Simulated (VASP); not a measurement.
# PbS (Fm-3m) in VASP: further runs

Runs on PbS. Level: LDA. Tasks: single point, relaxation of cell and atoms.

Program: VASP 6.6.1. These are calculated values, not measurements. Logs are shortened: lines on timing, memory, paths and dates and some standing lists are left out, and cuts for length are marked.

## (1) The cell of the first run

The structure is cubic, space group Fm-3m (No. 225). The conventional cell has a = 5.847 Å, b = 5.847 Å, c = 5.847 Å, α = 90.00°, β = 90.00°, γ = 90.00°. Pb (site symmetry m-3m) has 6 S at 2.92 Å within 3.9 Å. S (site symmetry m-3m) has 6 Pb at 2.92 Å within 3.9 Å.

## (2) Single point, LDA

Contents of INCAR:

```
ALGO = Normal
EDIFF = 1E-6
ENCUT = 500
GGA_COMPAT = False
ISIF = 2
ISMEAR = 0
LASPH = True
LCHARG = True
LELF = True
LREAL = False
LVHAR = True
LWAVE = False
NBANDS = 17
NELM = 120
PREC = Accurate
SIGMA = 0.02
```

Contents of KPOINTS:

```
k-points
0
Gamma
  10 10 10
```

Contents of POSCAR:

```
PbS
1.0
    0.0000000000      2.9232642330      2.9232642330
    2.9232642330      0.0000000000      2.9232642330
    2.9232642330      2.9232642330      0.0000000000
Pb S
1 1
Direct
    0.5000000000      0.5000000000      0.5000000000
    0.0000000000      0.0000000000      0.0000000000
```

Potentials or basis: VASP PAW LDA potentials, release 64 (Pb_d, S).

Launch:

```sh
$ cat potpaw_LDA.64/Pb_d/POTCAR potpaw_LDA.64/S/POTCAR > POTCAR
$ mpirun -np 1 vasp_std > vasp.out
```

OUTCAR:

```text
EDIFF = 1E-6
   ENCUT = 500
   ISIF = 2
   ISMEAR = 0
   LASPH = True
   LREAL = False
   NELM = 120
   PREC = Accurate

 ion  position               nearest neighbor table
   1  0.500  0.500  0.500-   2 2.92   2 2.92   2 2.92   2 2.92   2 2.92   2 2.92
   2  0.000  0.000  0.000-   1 2.92   1 2.92   1 2.92   1 2.92   1 2.92   1 2.92

  LATTYP: Found a face centered cubic cell.
 ALAT       =     5.8465284660

  Lattice vectors:

 A1 = (   0.0000000000,   2.9232642330,   2.9232642330)
 A2 = (   2.9232642330,   0.0000000000,   2.9232642330)
 A3 = (   2.9232642330,   2.9232642330,   0.0000000000)

Analysis of symmetry for initial positions (statically):
=====================================================================
 Subroutine PRICEL returns:
 Original cell was already a primitive cell.

 Routine SETGRP: Setting up the symmetry group for a
 face centered cubic supercell.

 Subroutine GETGRP returns: Found 48 space group operations
 (whereof 48 operations were pure point group operations)
 out of a pool of 48 trial point group operations.

The static configuration has the point symmetry O_h .

Analysis of symmetry for dynamics (positions and initial velocities):
=====================================================================
 Subroutine PRICEL returns:
 Original cell was already a primitive cell.

 Routine SETGRP: Setting up the symmetry group for a
 face centered cubic supercell.

 Subroutine GETGRP returns: Found 48 space group operations
 (whereof 48 operations were pure point group operations)
 out of a pool of 48 trial point group operations.

The dynamic configuration has the point symmetry O_h .

 Subroutine INISYM returns: Found 48 space group operations
 (whereof 48 operations are pure point group operations),
 and found     1 'primitive' translations

----------------------------------------------------------------------------------------

                                     Primitive cell

  volume of cell :      49.9614

  direct lattice vectors                    reciprocal lattice vectors
     0.000000000  2.923264233  2.923264233    -0.171041671  0.171041671  0.171041671
     2.923264233  0.000000000  2.923264233     0.171041671 -0.171041671  0.171041671
     2.923264233  2.923264233  0.000000000     0.171041671  0.171041671 -0.171041671

  length of vectors
     4.134119925  4.134119925  4.134119925     0.296252865  0.296252865  0.296252865

  position of ions in fractional coordinates (direct lattice)
     0.500000000  0.500000000  0.500000000
     0.000000000  0.000000000  0.000000000

  ion indices of the primitive-cell ions
   primitive index   ion index
                 1           1
                 2           2

----------------------------------------------------------------------------------------

 KPOINTS: k-points

Automatic generation of k-mesh.
 Grid dimensions read from file:
 generate k-points for:   10   10   10

 Generating k-lattice:

  Cartesian coordinates                     Fractional coordinates (reciprocal lattice)
    -0.017104167  0.017104167  0.017104167     0.100000000  0.000000000  0.000000000
     0.017104167 -0.017104167  0.017104167     0.000000000  0.100000000  0.000000000
     0.017104167  0.017104167 -0.017104167     0.000000000  0.000000000  0.100000000

  Length of vectors
     0.029625286  0.029625286  0.029625286

  Shift w.r.t. Gamma in fractional coordinates (k-lattice)
     0.000000000  0.000000000  0.000000000

 Subroutine IBZKPT returns following result:
 ===========================================

 Found     47 irreducible k-points:

 Following reciprocal coordinates:
            Coordinates               Weight
  0.000000  0.000000  0.000000      1.000000
  0.100000  0.000000  0.000000      8.000000
  0.200000  0.000000  0.000000      8.000000
  0.300000  0.000000  0.000000      8.000000
  0.400000  0.000000  0.000000      8.000000
  0.500000  0.000000  0.000000      4.000000
[... 16 lines left out ...]
  0.300000  0.300000  0.000000      6.000000
  0.400000  0.300000  0.000000     24.000000
 [... further k-points ...]
   k-points           NKPTS =     47   k-points in BZ     NKDIM =     47   number of bands    NBANDS=     17
   number of dos      NEDOS =    301   number of ions     NIONS =      2
   total plane-waves  NPLWV =  27000
   dimension x,y,z NGX =    30 NGY =   30 NGZ =   30
   dimension x,y,z NGXF=    60 NGYF=   60 NGZF=   60
   ions per type =               1   1
   NGX,Y,Z   is equivalent  to a cutoff of  12.06, 12.06, 12.06 a.u.
   NGXF,Y,Z  is equivalent  to a cutoff of  24.13, 24.13, 24.13 a.u.
 SYSTEM =  unknown system
   PREC   = accura    normal or accurate (medium, high low for compatibility)
   ISTART =      0    job   : 0-new  1-cont  2-samecut
   ICHARG =      2    charge: 1-file 2-atom 10-const
   ISPIN  =      1    spin polarized calculation?
   LNONCOLLINEAR =      F non collinear calculations
   LSORBIT =      F    spin-orbit coupling
   LASPH  =      T    aspherical Exc in radial PAW
   ENCUT  =  500.0 eV  36.75 Ry    6.06 a.u.   7.54  7.54  7.54*2*pi/ulx,y,z
   NELM   =    120;   NELMIN=  2; NELMDL= -5     # of ELM steps
   EDIFF  = 0.1E-05   stopping-criterion for ELM
   LREAL  =      F    real-space projection
   EDIFFG = 0.1E-04   stopping-criterion for IOM
   NSW    =      0    number of steps for IOM
   IBRION =     -1    ionic relax: 0-MD 1-quasi-New 2-CG
   NFREE  =      0    steps in history (QN), initial steepest desc. (CG)
   ISIF   =      2    stress and relaxation
   ISYM   =      2    0-nonsym 1-usesym 2-fastsym
   POTIM  = 0.5000    time-step for ionic-motion
   TEBEG  =    0.0;   TEEND  =   0.0 temperature during run
   PSTRESS=    0.0 pullay stress
   NELECT =      20.0000    total number of electrons
   NUPDOWN=      -1.0000    fix difference up-down
   EMIN   =  10.00;   EMAX   =-10.00  energy-range for DOS
   EFERMI =   0.00;   METHOD = LEGACY
   ISMEAR =     0;   SIGMA  =   0.02  broadening in eV -4-tet -1-fermi 0-gaus
   EFERMI_NEDOS =   21; number of points for ismear=-14 and -15
   IALGO  =     38    algorithm
   IMIX   =      4    mixing-type and parameters
     AMIX     =   0.40;   BMIX     =  1.00
     AMIX_MAG =   1.60;   BMIX_MAG =  1.00
  volume/ion in A,a.u.               =      24.98       168.58
  Fermi-wavevector in a.u.,A,eV,Ry     =   1.206535  2.280021 19.806379  1.455728
  Thomas-Fermi vector in A             =   2.342200
   LORBIT       =      0    0 simple, 1 ext, 2 COOP (PROOUT), +10 PAW based schemes
   GGA     = CA    functional components
   LHFCALC =     F    Hartree Fock is set to
   AEXX    =    0.0000 exact exchange contribution
   IVDW    =     0    specifies the selected vdW correction
   LEPSILON=     F    determine dielectric tensor
   LRPA    =     F    only Hartree local field effects (RPA)
 non-spin polarized calculation
 Gauss-broadening in eV      SIGMA  =   0.02
  energy-cutoff  :      500.00
  volume of cell :       49.96
 maximum number of plane-waves:      1295
   NGX = 15   NGY = 15   NGZ = 15

 number of electron      19.9999997 magnetization

 Free energy of the ion-electron system (eV)
  ---------------------------------------------------
  ext. energy  EPLUGINS =         0.00000000
  ---------------------------------------------------
  free energy    TOTEN  =        -9.99826053 eV

  energy without entropy =       -9.99822704  energy(sigma->0) =       -9.99824379

 E-fermi :   6.2599     XC(G=0): -10.2279

 val. band max:        6.2399687041   @ k =   0.5000   0.0000   0.0000
 cond. band min:       6.2797940092   @ k =   0.5000   0.0000   0.0000
 fundamental gap:      0.0398253050
 Fermi energy:         6.2598813568

 k-point     1 :       0.0000    0.0000    0.0000
  band No.  band energies     occupation
      1     -10.6740      2.00000
      2     -10.6740      2.00000
      3     -10.6740      2.00000
      4     -10.6664      2.00000
      5     -10.6664      2.00000
      6      -7.7898      2.00000
[... 9 lines left out ...]
     16      12.7192      0.00000
     17      14.4882      0.00000

 k-point     2 :       0.1000    0.0000    0.0000
  band No.  band energies     occupation
      1     -10.6736      2.00000
      2     -10.6729      2.00000
      3     -10.6729      2.00000
      4     -10.6658      2.00000
      5     -10.6658      2.00000
      6      -7.6961      2.00000
[... 9 lines left out ...]
     16      12.9887      0.00000
     17      15.4133      0.00000

 k-point     3 :       0.2000    0.0000    0.0000
  band No.  band energies     occupation
      1     -10.6811      2.00000
      2     -10.6811      2.00000
      3     -10.6727      2.00000
      4     -10.6532      2.00000
      5     -10.6532      2.00000
      6      -7.4256      2.00000
[... 9 lines left out ...]
     16      13.5811      0.00000
     17      17.1231      0.00000

 k-point     4 :       0.3000    0.0000    0.0000
  band No.  band energies     occupation
      1     -10.6926      2.00000
      2     -10.6926      2.00000
      3     -10.6721      2.00000
      4     -10.6362      2.00000
      5     -10.6362      2.00000
      6      -7.0205      2.00000
[... 9 lines left out ...]
     16      14.4483      0.00000
     17      18.6373      0.00000
[... 343 lines left out ...]
      1     -10.7024      2.00000
      2     -10.6885      2.00000
      3     -10.6668      2.00000
      4     -10.6466      2.00000
      5     -10.6352      2.00000
      6      -6.8694      2.00000
[... 9 lines left out ...]
     16      16.0301      0.00000
     17      16.4354      0.00000

 k-point    23 :       0.3000    0.3000    0.0000
  band No.  band energies     occupation
      1     -10.7743      2.00000
      2     -10.6950      2.00000
      3     -10.6459      2.00000
      4     -10.6263      2.00000
      5     -10.6263      2.00000
      6      -6.7141      2.00000
[... 9 lines left out ...]
     16      16.8643      0.00000
     17      17.0547      0.00000

 k-point    24 :       0.4000    0.3000    0.0000
  band No.  band energies     occupation
      1     -10.8000      2.00000
      2     -10.6951      2.00000
      3     -10.6482      2.00000
      4     -10.6185      2.00000
      5     -10.6139      2.00000
      6      -6.3751      2.00000
[... 9 lines left out ...]
     16      17.2391      0.00000
     17      17.8044      0.00000

 [... further k-points ...]

------------------------ aborting loop because EDIFF is reached ----------------------------------------

  FORCE on cell =-STRESS in cart. coord.  units (eV):
  Direction    XX          YY          ZZ          XY          YZ          ZX
  --------------------------------------------------------------------------------------
  -------------------------------------------------------------------------------------
  Total        0.0114019      0.0114019      0.0114019      0.0000000      0.0000000     -0.0000000
  in kB        0.3656397      0.3656397      0.3656397      0.0000000      0.0000000     -0.0000000
  external PRESSURE =       0.3656397 kB  Pullay stress =       0.0000000 kB

 VOLUME and BASIS-vectors are now :
 -----------------------------------------------------------------------------
  energy-cutoff  :      500.00
  volume of cell :       49.96
      direct lattice vectors                 reciprocal lattice vectors
     0.000000000  2.923264233  2.923264233    -0.171041671  0.171041671  0.171041671
     2.923264233  0.000000000  2.923264233     0.171041671 -0.171041671  0.171041671
     2.923264233  2.923264233  0.000000000     0.171041671  0.171041671 -0.171041671

 POSITION                                       TOTAL-FORCE (eV/Angst)
 -----------------------------------------------------------------------------------
      2.92326      2.92326      2.92326         0.000000      0.000000      0.000000
      0.00000      0.00000      0.00000        -0.000000     -0.000000     -0.000000
 -----------------------------------------------------------------------------------
    total drift:                                0.000000      0.000000      0.000000

  FREE ENERGIE OF THE ION-ELECTRON SYSTEM (eV)
  ---------------------------------------------------
  free  energy   TOTEN  =        -9.9982605348 eV

  energy  without entropy=       -9.9982270355  energy(sigma->0) =       -9.99824379
```

Run time: 50 s. Hardware: 1 thread of Intel Xeon 8259CL, shared host; peak memory 0.17 GiB.

Results:

```
Free energy            : -9.9983 eV
Pressure               : 0.0 GPa
Band gap on the k mesh : 0.04 eV
```

Caveat: spin-orbit coupling is left out, which moves the levels of the heavy elements. A k mesh can miss the band edges.

## (3) Relaxation of cell and atoms, LDA

This run uses another cell than the first one, of 26.68 Å³/atom.

Contents of INCAR:

```
ALGO = Normal ; EDIFF = 1E-7
EDIFFG = -0.002 ; ENCUT = 500
GGA = CA ; GGA_COMPAT = F
IBRION = 2 ; ISIF = 3
ISMEAR = 0 ; LASPH = T
LCHARG = F ; LREAL = F
LWAVE = F ; NELM = 120
NELMIN = 4 ; NSW = 100
PREC = Accurate ; SIGMA = 0.02
```

KPOINTS is that of step 2.

Contents of POSCAR:

```
PbS
1.0
    0.0000000000      2.9880867000      2.9880867000
    2.9880867000      0.0000000000      2.9880867000
    2.9880867000      2.9880867000      0.0000000000
Pb S
1 1
Direct
    0.5000000000      0.5000000000      0.5000000000
    0.0000000000      0.0000000000      0.0000000000
```

Potentials or basis: VASP PAW LDA potentials, release 64 (Pb_d, S).

Launch:

```sh
$ cat potpaw_LDA.64/Pb_d/POTCAR potpaw_LDA.64/S/POTCAR > POTCAR
$ mpirun -np 1 vasp_std > vasp.out
```

It took 3.9 min on 1 thread of Intel Xeon 8259CL, shared host; peak memory 0.19 GiB.

The run converged. Its results:

| Property | Result |
| --- | --- |
| Free energy | -9.9998 eV |
| Relaxed volume | 25.00 Å³/atom |
| Relaxed cell | a = 4.135 Å, b = 4.135 Å, c = 4.135 Å, α = 60.00°, β = 60.00°, γ = 60.00° |
| Space group after relaxing (to 0.1 Å) | Fm-3m (No. 225) |
| Energy gained by relaxing | 20.4 meV/atom |
| Ionic steps | 20 |
| Pressure after relaxing | 0.0 GPa |
| Band gap on the k mesh | 0.04 eV |

Step by step:
| step | energy change (eV) | largest force (eV/Å) | pressure (GPa) | volume (Å³) |
| --- | --- | --- | --- | --- |
| 1 | 0.0000 | 0.0000 | -3.69 | 53.36 |
| 2 | -0.0347 | 0.0000 | 1.63 | 48.75 |
| 3 | -0.0409 | 0.0000 | 0.02 | 49.98 |
| 4 | -0.0409 | 0.0000 | -0.05 | 50.04 |
| 5 | -0.0409 | 0.0000 | -0.06 | 50.04 |
| 6 | -0.0409 | 0.0000 | -0.05 | 50.04 |
| 7 | -0.0409 | 0.0000 | -0.05 | 50.04 |
| 8 | -0.0409 | 0.0000 | -0.05 | 50.04 |
| 9 | -0.0409 | 0.0000 | -0.05 | 50.04 |
| 10 | -0.0409 | 0.0000 | -0.05 | 50.04 |
| 11 | -0.0409 | 0.0000 | -0.05 | 50.04 |
| 12 | -0.0409 | 0.0000 | -0.05 | 50.04 |
| 13 | -0.0409 | 0.0000 | -0.05 | 50.04 |
| 14 | -0.0409 | 0.0000 | -0.05 | 50.03 |
| 15 | -0.0409 | 0.0000 | -0.04 | 50.03 |
| 16 | -0.0409 | 0.0000 | -0.03 | 50.02 |
| 17 | -0.0409 | 0.0000 | -0.01 | 50.00 |
| 18 | -0.0409 | 0.0000 | 0.05 | 49.96 |
| 19 | -0.0409 | 0.0000 | 0.01 | 49.99 |
| 20 | -0.0409 | 0.0000 | 0.01 | 49.99 |

Final structure:
```
Pb S
1.0
     0.00000    2.92389    2.92389
     2.92389    0.00000    2.92389
     2.92389    2.92389    0.00000
Pb S
1 1
Direct
  0.50000 0.50000 0.50000
  0.00000 0.00000 0.00000
```

Levels at points of the mesh, in eV from the valence-band top:
| k point | band 7 | band 8 | band 9 | band 10 | band 11 | band 12 | band 13 | band 14 |
| --- | --- | --- | --- | --- | --- | --- | --- | --- |
| (0.00, 0.00, 0.00) | -6.06 | -2.43 | -2.43 | -2.43 | 5.14 | 5.14 | 5.14 | 6.48 |
| (0.50, 0.00, 0.00) | -9.25 | -1.99 | -1.99 | 0.00 | 0.04 | 1.68 | 1.68 | 8.47 |
| (0.50, 0.50, 0.00) | -7.40 | -5.69 | -3.80 | -3.80 | 3.48 | 5.55 | 5.67 | 5.67 |

Caveat: spin-orbit coupling is left out, which moves the levels of the heavy elements. A k mesh can miss the band edges.
